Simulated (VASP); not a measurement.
## AlN: single point with HSE06

The system is AlN.

```xyz
2
Lattice="0.0000 2.1849 2.1630 2.1849 0.0000 2.1630 2.1849 2.1849 0.0000" Properties=species:S:1:pos:R:3 pbc="T T T"
Al    0.0000    0.0000    0.0000
N     1.0924    1.0924    1.0815
```

This cell differs from its parent crystal: uniaxial z strain -1.0%.

```json
{
  "Program": "VASP 6.6.1",
  "Task": "single point",
  "Functional": "HSE06",
  "Potentials or basis": "VASP PAW PBE potentials, release 64 (Al, N)",
  "Cutoff": "520 eV",
  "k mesh": "8 × 8 × 8",
  "Occupations": "gaussian, width 0.01 eV",
  "Spin": "no spin polarisation"
}
```

* Pressure: 1.3 GPa
* Band gap on the k mesh: 4.50 eV (least direct gap 5.61 eV)

Stress tensor (GPa, compression positive):
```
0.88 0.00 0.00
0.00 0.88 0.00
0.00 0.00 2.27
```

Levels at points of the mesh, in eV from the valence-band top:
```tsv
k point	band 2	band 3	band 4	band 5	band 6	band 7
(0.00, 0.00, 0.00)	-0.04	-0.04	0.00	5.61	14.30	14.31
(0.50, 0.00, 0.00)	-6.42	-0.61	-0.52	8.93	11.68	12.69
(0.50, 0.50, 0.00)	-5.32	-2.05	-2.05	4.50	10.00	16.33
(0.50, 0.00, 0.50)	-5.43	-1.96	-1.96	4.55	10.16	16.14
```

Run time: 100 min on 1 thread of Oxide Virtual Turin-like Processor, on a shared host, peak memory 0.23 GiB.

Caveat: the cell differs from its parent crystal (uniaxial z strain -1.0%); the structure was generated, so it needn't be the stable form of AlN; the PAW data sets were made with another functional, which shifts forces and pressure a little. A k mesh can miss the band edges.
